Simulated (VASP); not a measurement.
# MgS (Fm-3m) in VASP: a series of runs

The runs below take MgS through single point, with PBE.

All numbers are computed with VASP 6.6.1; they aren't measurements. Logs are shortened: lines on timing, memory, paths and dates and some standing lists are left out, and cuts for length are marked.

## 1. The cell of the first run

The structure is cubic, space group Fm-3m (No. 225). The conventional cell has a = 5.055 Å, b = 5.055 Å, c = 5.055 Å, α = 90.00°, β = 90.00°, γ = 90.00°. Mg (site symmetry m-3m) has 6 S at 2.53 Å within 3.3 Å. Within 3.3 Å of S (site symmetry m-3m) lie 6 Mg at 2.53 Å.

## 2. Single point, PBE

Contents of INCAR:

```
SYSTEM = MgS
ALGO     = Normal         ! electronic algorithm
EDIFF    = 1E-6           ! SCF threshold, eV
ENCUT    = 600            ! plane-wave cutoff, eV
GGA      = PE             ! functional
GGA_COMPAT= .False.      
ISIF     = 2              ! what is computed and relaxed
ISMEAR   = 0              ! smearing method
LASPH    = .True.         ! aspherical terms in the spheres
LCHARG   = .False.        ! write CHGCAR
LREAL    = .False.        ! projectors in reciprocal space
LWAVE    = .False.        ! write WAVECAR
NBANDS   = 11             ! bands
NELM     = 120            ! most SCF steps
PREC     = Accurate       ! precision mode
SIGMA    = 0.01           ! smearing width, eV
```

Contents of KPOINTS:

```
k-points
0
Gamma
  3 3 3
  0 0 0
```

Contents of POSCAR:

```
MgS
1.0
    0.0000000000      2.5273321600      2.5273321600
    2.5273321600      0.0000000000      2.5273321600
    2.5273321600      2.5273321600      0.0000000000
Mg S
1 1
Direct
    0.0000000000      0.0000000000      0.0000000000
    0.5000000000      0.5000000000      0.5000000000
```

Potentials or basis: VASP PAW PBE potentials, release 64 (Mg, S).

On the command line:

```console
cat potpaw_PBE.64/Mg/POTCAR potpaw_PBE.64/S/POTCAR > POTCAR
mpirun -np 1 vasp_std > vasp.out
```

OUTCAR:

```text
SYSTEM = MgS
   EDIFF = 1E-6
   ENCUT = 600
   GGA = PE
   ISIF = 2
   ISMEAR = 0
   LASPH = .True.
   LREAL = .False.
   NELM = 120
   PREC = Accurate

 ion  position               nearest neighbor table
   1  0.000  0.000  0.000-   2 2.53   2 2.53   2 2.53   2 2.53   2 2.53   2 2.53
   2  0.500  0.500  0.500-   1 2.53   1 2.53   1 2.53   1 2.53   1 2.53   1 2.53

  LATTYP: Found a face centered cubic cell.
 ALAT       =     5.0546643200

  Lattice vectors:

 A1 = (   0.0000000000,   2.5273321600,   2.5273321600)
 A2 = (   2.5273321600,   0.0000000000,   2.5273321600)
 A3 = (   2.5273321600,   2.5273321600,   0.0000000000)

Analysis of symmetry for initial positions (statically):
=====================================================================
 Subroutine PRICEL returns:
 Original cell was already a primitive cell.

 Routine SETGRP: Setting up the symmetry group for a
 face centered cubic supercell.

 Subroutine GETGRP returns: Found 48 space group operations
 (whereof 48 operations were pure point group operations)
 out of a pool of 48 trial point group operations.

The static configuration has the point symmetry O_h .

Analysis of symmetry for dynamics (positions and initial velocities):
=====================================================================
 Subroutine PRICEL returns:
 Original cell was already a primitive cell.

 Routine SETGRP: Setting up the symmetry group for a
 face centered cubic supercell.

 Subroutine GETGRP returns: Found 48 space group operations
 (whereof 48 operations were pure point group operations)
 out of a pool of 48 trial point group operations.

The dynamic configuration has the point symmetry O_h .

 Subroutine INISYM returns: Found 48 space group operations
 (whereof 48 operations are pure point group operations),
 and found     1 'primitive' translations

----------------------------------------------------------------------------------------

                                     Primitive cell

  volume of cell :      32.2862

  direct lattice vectors                    reciprocal lattice vectors
     0.000000000  2.527332160  2.527332160    -0.197837074  0.197837074  0.197837074
     2.527332160  0.000000000  2.527332160     0.197837074 -0.197837074  0.197837074
     2.527332160  2.527332160  0.000000000     0.197837074  0.197837074 -0.197837074

  length of vectors
     3.574187417  3.574187417  3.574187417     0.342663864  0.342663864  0.342663864

  position of ions in fractional coordinates (direct lattice)
     0.000000000  0.000000000  0.000000000
     0.500000000  0.500000000  0.500000000
[... 66 lines left out ...]
   PSTRESS=    0.0 pullay stress
   NELECT =       8.0000    total number of electrons
   NUPDOWN=      -1.0000    fix difference up-down
   EMIN   =  10.00;   EMAX   =-10.00  energy-range for DOS
   EFERMI =   0.00;   METHOD = LEGACY
   ISMEAR =     0;   SIGMA  =   0.01  broadening in eV -4-tet -1-fermi 0-gaus
   EFERMI_NEDOS =   21; number of points for ismear=-14 and -15
   IALGO  =     38    algorithm
   IMIX   =      4    mixing-type and parameters
     AMIX     =   0.40;   BMIX     =  1.00
     AMIX_MAG =   1.60;   BMIX_MAG =  1.00
  volume/ion in A,a.u.               =      16.14       108.94
  Fermi-wavevector in a.u.,A,eV,Ry     =   1.028251  1.943113 14.385443  1.057300
  Thomas-Fermi vector in A             =   2.162238
   LORBIT       =      0    0 simple, 1 ext, 2 COOP (PROOUT), +10 PAW based schemes
   GGA     = PE    functional components
   LHFCALC =     F    Hartree Fock is set to
   AEXX    =    0.0000 exact exchange contribution
   IVDW    =     0    specifies the selected vdW correction
   LEPSILON=     F    determine dielectric tensor
   LRPA    =     F    only Hartree local field effects (RPA)
 non-spin polarized calculation
 Gauss-broadening in eV      SIGMA  =   0.01
  energy-cutoff  :      600.00
  volume of cell :       32.29
 maximum number of plane-waves:      1089
 NGX is ok and might be reduce to    30
   NGX = 15   NGY = 15   NGZ = 15

 number of electron       8.0000000 magnetization

 Free energy of the ion-electron system (eV)
  ---------------------------------------------------
  ext. energy  EPLUGINS =         0.00000000
  ---------------------------------------------------
  free energy    TOTEN  =        -8.15252254 eV

  energy without entropy =       -8.15252254  energy(sigma->0) =       -8.15252254

 E-fermi :   4.7251     XC(G=0): -10.0209

 val. band max:        4.6452457326   @ k =   0.0000   0.0000   0.0000
 cond. band min:       8.6720612562   @ k =   0.3333   0.3333   0.0000
 fundamental gap:      4.0268155236
 Fermi energy:         4.7250682199

 k-point     1 :       0.0000    0.0000    0.0000
  band No.  band energies     occupation
      1      -8.5563      2.00000
      2       4.6452      2.00000
      3       4.6452      2.00000
      4       4.6452      2.00000
      5       9.0468      0.00000
      6      12.4584      0.00000
      7      12.4584      0.00000
      8      12.4584      0.00000
      9      15.0167      0.00000
     10      15.0167      0.00000
     11      17.3132      0.00000
[... 29 lines left out ...]
 k-point     4 :      -0.3333    0.3333    0.0000
  band No.  band energies     occupation
      1      -6.6305      2.00000
      2       0.5994      2.00000
      3       0.8875      2.00000
      4       3.3306      2.00000
      5       9.0894      0.00000
      6      12.6798      0.00000
      7      13.7993      0.00000
      8      14.2224      0.00000
      9      16.9609      0.00000
     10      17.2294      0.00000
     11      22.1717      0.00000

------------------------ aborting loop because EDIFF is reached ----------------------------------------

  FORCE on cell =-STRESS in cart. coord.  units (eV):
  Direction    XX          YY          ZZ          XY          YZ          ZX
  --------------------------------------------------------------------------------------
  -------------------------------------------------------------------------------------
  Total        2.2247619      2.2247619      2.2247619      0.0000000     -0.0000000      0.0000000
  in kB      110.4020543    110.4020543    110.4020543      0.0000000     -0.0000000      0.0000000
  external PRESSURE =     110.4020543 kB  Pullay stress =       0.0000000 kB

 VOLUME and BASIS-vectors are now :
 -----------------------------------------------------------------------------
  energy-cutoff  :      600.00
  volume of cell :       32.29
      direct lattice vectors                 reciprocal lattice vectors
     0.000000000  2.527332160  2.527332160    -0.197837074  0.197837074  0.197837074
     2.527332160  0.000000000  2.527332160     0.197837074 -0.197837074  0.197837074
     2.527332160  2.527332160  0.000000000     0.197837074  0.197837074 -0.197837074

 POSITION                                       TOTAL-FORCE (eV/Angst)
 -----------------------------------------------------------------------------------
      0.00000      0.00000      0.00000        -0.000000      0.000000      0.000000
      2.52733      2.52733      2.52733         0.000000     -0.000000     -0.000000
 -----------------------------------------------------------------------------------
    total drift:                               -0.000000     -0.000000      0.000000

  FREE ENERGIE OF THE ION-ELECTRON SYSTEM (eV)
  ---------------------------------------------------
  free  energy   TOTEN  =        -8.1525225375 eV

  energy  without entropy=       -8.1525225375  energy(sigma->0) =       -8.15252254
```

OSZICAR:

```text
N       E                     dE             d eps       ncg     rms          rms(c)
DAV:   1     0.279429809722E+02    0.27943E+02   -0.40337E+03    88   0.691E+02
DAV:   2    -0.694106338371E+01   -0.34884E+02   -0.31849E+02   100   0.119E+02
DAV:   3    -0.859110025927E+01   -0.16500E+01   -0.16475E+01   111   0.264E+01
DAV:   4    -0.859967507060E+01   -0.85748E-02   -0.85744E-02    97   0.230E+00
DAV:   5    -0.859975805007E+01   -0.82979E-04   -0.82979E-04   111   0.225E-01    0.467E+00
DAV:   6    -0.820087471379E+01    0.39888E+00   -0.80893E-01   100   0.367E+00    0.383E+00
DAV:   7    -0.815087547067E+01    0.49999E-01   -0.27120E-01   103   0.227E+00    0.256E+00
DAV:   8    -0.815265649482E+01   -0.17810E-02   -0.13576E-02    88   0.734E-01    0.927E-01
DAV:   9    -0.815248489588E+01    0.17160E-03   -0.54689E-04    94   0.138E-01    0.276E-01
DAV:  10    -0.815252815952E+01   -0.43264E-04   -0.15720E-04    97   0.634E-02    0.574E-02
DAV:  11    -0.815252252937E+01    0.56302E-05   -0.28275E-05   103   0.222E-02    0.131E-02
DAV:  12    -0.815252253750E+01   -0.81344E-08   -0.60211E-07    47   0.530E-03
   1 F= -.81525225E+01 E0= -.81525225E+01  d E =-.133499E-30
```

Run time: 5.1 s. Hardware: 1 thread of Intel Xeon Platinum 8259CL at 2.50GHz (Skylake/Cascade Lake), shared host; peak memory 0.16 GiB.

Results:

```
Free energy            : -8.1525 eV
Pressure               : 11.0 GPa
Band gap on the k mesh : 4.03 eV, indirect (least direct gap 4.40 eV)
```

Caveat: the k points lie up to 0.72 Å⁻¹ apart. A hybrid or GW would open this gap; PBE tends to underestimate it.

## 3. Single point, PBE

Contents of INCAR:

```
PREC = Accurate ; ENCUT = 600
EDIFF = 1E-6 ; ISMEAR = 0
SIGMA = 0.01 ; LREAL = F
LASPH = T ; NELM = 120
ALGO = Normal ; ISIF = 2
LWAVE = F ; LCHARG = F
GGA = PE ; NBANDS = 11
GGA_COMPAT = F
```

Contents of KPOINTS:

```
regular mesh
0
Gamma
  3 3 3
```

POSCAR is that of step 2.

Potentials or basis: VASP PAW PBE potentials, release 64 (Mg, S).

On the command line:

```console
cat potpaw_PBE.64/Mg/POTCAR potpaw_PBE.64/S/POTCAR > POTCAR
mpirun -np 1 vasp_std > vasp.out
```

It took 4.9 s on 1 thread of Intel Xeon Platinum 8259CL at 2.50GHz (Skylake/Cascade Lake), shared host; peak memory 0.16 GiB.

It converged, with:

```yaml
Free_energy: -8.1525 eV
Pressure: 11.0 GPa
Band_gap_on_the_k_mesh: 4.03 eV, indirect (least direct gap 4.40 eV)
```

Levels at points of the mesh, in eV from the valence-band top:
```tsv
k point	band 2	band 3	band 4	band 5	band 6	band 7
(0.00, 0.00, 0.00)	0.00	0.00	0.00	4.40	7.81	7.81
```

Caveat: the k points lie up to 0.72 Å⁻¹ apart. Expect the measured gap to be larger: semilocal functionals such as PBE lack the derivative discontinuity.

## 4. Single point, PBE

This run uses another cell than the first one, of 18.20 Å³/atom, 1.128 times its volume.

Contents of INCAR:

```
SYSTEM = MgS
ALGO     = Normal         ! electronic algorithm
EDIFF    = 1E-6           ! SCF threshold, eV
ENCUT    = 600            ! plane-wave cutoff, eV
GGA      = PE             ! functional
GGA_COMPAT= .False.      
ISIF     = 2              ! what is computed and relaxed
ISMEAR   = 0              ! smearing method
LASPH    = .True.         ! aspherical terms in the spheres
LCHARG   = .False.        ! write CHGCAR
LREAL    = .False.        ! projectors in reciprocal space
LWAVE    = .False.        ! write WAVECAR
NBANDS   = 11             ! bands
NELM     = 120            ! most SCF steps
PREC     = Accurate       ! precision mode
SIGMA    = 0.01           ! smearing width, eV
```

Contents of KPOINTS:

```
k-points
0
Gamma
  3 3 3
  0 0 0
```

Contents of POSCAR:

```
MgS
1.0
    0.0000000000      2.6306010800      2.6306010800
    2.6306010800      0.0000000000      2.6306010800
    2.6306010800      2.6306010800      0.0000000000
Mg S
1 1
Direct
    0.0000000000      0.0000000000      0.0000000000
    0.5000000000      0.5000000000      0.5000000000
```

On the command line:

```console
cat potpaw_PBE.64/Mg/POTCAR potpaw_PBE.64/S/POTCAR > POTCAR
mpirun -np 1 vasp_std > vasp.out
```

Run time: 4.9 s. Hardware: 1 thread of Intel Xeon Platinum 8259CL at 2.50GHz (Skylake/Cascade Lake), shared host; peak memory 0.16 GiB.

The run converged. Its results:

```
Free energy            : -8.2791 eV
Pressure               : -0.1 GPa
Band gap on the k mesh : 3.41 eV, direct
```

Levels at points of the mesh, in eV from the valence-band top:
| k point | band 1 | band 2 | band 3 | band 4 | band 5 | band 6 | band 7 | band 8 | band 9 |
| --- | --- | --- | --- | --- | --- | --- | --- | --- | --- |
| (0.00, 0.00, 0.00) | -12.49 | 0.00 | 0.00 | 0.00 | 3.41 | 7.91 | 7.91 | 7.91 | 10.25 |

Caveat: the k points lie up to 0.69 Å⁻¹ apart. A k mesh can miss the band edges.

## 5. Single point, PBE

This run uses another cell than the first one, of 18.20 Å³/atom, 1.128 times its volume.

Contents of INCAR:

```
  PREC = Accurate
  ENCUT = 600
  EDIFF = 1E-6
  ISMEAR = 0
  SIGMA = 0.01
  LREAL = F
  LASPH = T
  NELM = 120
  ALGO = Normal
  ISIF = 2
  LWAVE = F
  LCHARG = F
  GGA = PE
  NBANDS = 11
  GGA_COMPAT = F
```

Contents of KPOINTS:

```
regular mesh
0
Gamma
  3 3 3
```

POSCAR is that of step 4.

Potentials or basis: VASP PAW PBE potentials, release 64 (Mg, S).

On the command line:

```console
cat potpaw_PBE.64/Mg/POTCAR potpaw_PBE.64/S/POTCAR > POTCAR
mpirun -np 1 vasp_std > vasp.out
```

OUTCAR:

```text
PREC = Accurate
   ENCUT = 600
   EDIFF = 1E-6
   ISMEAR = 0
   LREAL = F
   LASPH = T
   NELM = 120
   ISIF = 2
   GGA = PE

 ion  position               nearest neighbor table
   1  0.000  0.000  0.000-   2 2.63   2 2.63   2 2.63   2 2.63   2 2.63   2 2.63
   2  0.500  0.500  0.500-   1 2.63   1 2.63   1 2.63   1 2.63   1 2.63   1 2.63

  LATTYP: Found a face centered cubic cell.
 ALAT       =     5.2612021600

  Lattice vectors:

 A1 = (   0.0000000000,   2.6306010800,   2.6306010800)
 A2 = (   2.6306010800,   0.0000000000,   2.6306010800)
 A3 = (   2.6306010800,   2.6306010800,   0.0000000000)

Analysis of symmetry for initial positions (statically):
=====================================================================
 Subroutine PRICEL returns:
 Original cell was already a primitive cell.

 Routine SETGRP: Setting up the symmetry group for a
 face centered cubic supercell.

 Subroutine GETGRP returns: Found 48 space group operations
 (whereof 48 operations were pure point group operations)
 out of a pool of 48 trial point group operations.

The static configuration has the point symmetry O_h .

Analysis of symmetry for dynamics (positions and initial velocities):
=====================================================================
 Subroutine PRICEL returns:
 Original cell was already a primitive cell.

 Routine SETGRP: Setting up the symmetry group for a
 face centered cubic supercell.

 Subroutine GETGRP returns: Found 48 space group operations
 (whereof 48 operations were pure point group operations)
 out of a pool of 48 trial point group operations.

The dynamic configuration has the point symmetry O_h .

 Subroutine INISYM returns: Found 48 space group operations
 (whereof 48 operations are pure point group operations),
 and found     1 'primitive' translations

----------------------------------------------------------------------------------------
[... 97 lines left out ...]
   GGA     = PE    functional components
   LHFCALC =     F    Hartree Fock is set to
   AEXX    =    0.0000 exact exchange contribution
   IVDW    =     0    specifies the selected vdW correction
   LEPSILON=     F    determine dielectric tensor
   LRPA    =     F    only Hartree local field effects (RPA)
 non-spin polarized calculation
 Gauss-broadening in eV      SIGMA  =   0.01
  energy-cutoff  :      600.00
  volume of cell :       36.41
 maximum number of plane-waves:      1243
 NGX is ok and might be reduce to    30
   NGX = 15   NGY = 15   NGZ = 15

 number of electron       7.9999999 magnetization

 Free energy of the ion-electron system (eV)
  ---------------------------------------------------
  ext. energy  EPLUGINS =         0.00000000
  ---------------------------------------------------
  free energy    TOTEN  =        -8.27909145 eV

  energy without entropy =       -8.27909145  energy(sigma->0) =       -8.27909145

 E-fermi :   3.5810     XC(G=0):  -9.5221

 val. band max:        3.5348270606   @ k =   0.0000   0.0000   0.0000
 cond. band min:       6.9475820998   @ k =   0.0000   0.0000   0.0000
 fundamental gap:      3.4127550392
 Fermi energy:         3.5810116404

 k-point     1 :       0.0000    0.0000    0.0000
  band No.  band energies     occupation
      1      -8.9505      2.00000
      2       3.5348      2.00000
      3       3.5348      2.00000
      4       3.5348      2.00000
      5       6.9476      0.00000
      6      11.4422      0.00000
      7      11.4422      0.00000
      8      11.4422      0.00000
      9      13.7833      0.00000
     10      13.7833      0.00000
     11      15.9349      0.00000
[... 29 lines left out ...]
 k-point     4 :      -0.3333    0.3333    0.0000
  band No.  band energies     occupation
      1      -7.4264      2.00000
      2       0.0055      2.00000
      3       0.3275      2.00000
      4       2.4427      2.00000
      5       7.8404      0.00000
      6      11.0801      0.00000
      7      12.2516      0.00000
      8      12.6224      0.00000
      9      14.9562      0.00000
     10      15.8518      0.00000
     11      19.8064      0.00000

------------------------ aborting loop because EDIFF is reached ----------------------------------------

  FORCE on cell =-STRESS in cart. coord.  units (eV):
  Direction    XX          YY          ZZ          XY          YZ          ZX
  --------------------------------------------------------------------------------------
  -------------------------------------------------------------------------------------
  Total       -0.0283410     -0.0283410     -0.0283410      0.0000000      0.0000000     -0.0000000
  in kB       -1.2471861     -1.2471861     -1.2471861      0.0000000      0.0000000     -0.0000000
  external PRESSURE =      -1.2471861 kB  Pullay stress =       0.0000000 kB

 VOLUME and BASIS-vectors are now :
 -----------------------------------------------------------------------------
  energy-cutoff  :      600.00
  volume of cell :       36.41
      direct lattice vectors                 reciprocal lattice vectors
     0.000000000  2.630601080  2.630601080    -0.190070628  0.190070628  0.190070628
     2.630601080  0.000000000  2.630601080     0.190070628 -0.190070628  0.190070628
     2.630601080  2.630601080  0.000000000     0.190070628  0.190070628 -0.190070628

 POSITION                                       TOTAL-FORCE (eV/Angst)
 -----------------------------------------------------------------------------------
      0.00000      0.00000      0.00000        -0.000000      0.000000     -0.000000
      2.63060      2.63060      2.63060         0.000000     -0.000000      0.000000
 -----------------------------------------------------------------------------------
    total drift:                               -0.000000     -0.000000      0.000000

  FREE ENERGIE OF THE ION-ELECTRON SYSTEM (eV)
  ---------------------------------------------------
  free  energy   TOTEN  =        -8.2790914455 eV

  energy  without entropy=       -8.2790914455  energy(sigma->0) =       -8.27909145
```

Wall time 4.8 s (1 thread of Intel Xeon Platinum 8259CL at 2.50GHz (Skylake/Cascade Lake), shared host); peak memory 0.16 GiB.

What came out:

```
Free energy            : -8.2791 eV
Pressure               : -0.1 GPa
Band gap on the k mesh : 3.41 eV, direct
```

Levels at points of the mesh, in eV from the valence-band top:
```csv
k point,band 1,band 2,band 3,band 4,band 5,band 6,band 7,band 8,band 9
"(0.00, 0.00, 0.00)",-12.49,0.00,0.00,0.00,3.41,7.91,7.91,7.91,10.25
```

Caveat: the k points lie up to 0.69 Å⁻¹ apart. A k mesh can miss the band edges.
